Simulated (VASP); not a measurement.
Crystal: Na2S.

```
CELL_PARAMETERS angstrom
0.00000 3.25543 3.25543
3.25543 0.00000 3.25543
3.25543 3.25543 0.00000
ATOMIC_POSITIONS crystal
Na 0.25000 0.25000 0.25000
Na 0.75000 0.75000 0.75000
S 0.00000 0.00000 0.00000
```

Base run:

| Property | Result |
| --- | --- |
| Program | VASP 6.6.1 |
| Functional | PBE-based screened hybrid with 30 % exact exchange |
| Potentials or basis | VASP PAW PBE potentials, release 64 (Na_pv, S) |
| Cutoff | 400 eV |
| k mesh | 4 × 4 × 4 |
| Occupations | gaussian, width 0.01 eV |
| Spin | no spin polarisation |

Its results: band gap on the k mesh 3.72 eV; pressure -0.1 GPa.

Question: The run is repeated on the same cell with these changes: functional from PBE-based screened hybrid with 30 % exact exchange to PBE-based global hybrid with 50 % exact exchange; share of exact exchange from 0.3 to 0.5. What comes out?

Answer: Band gap on the k mesh 5.98 eV; pressure -0.7 GPa.

Caveats: the PAW data sets were made with another functional, which shifts forces and pressure a little.

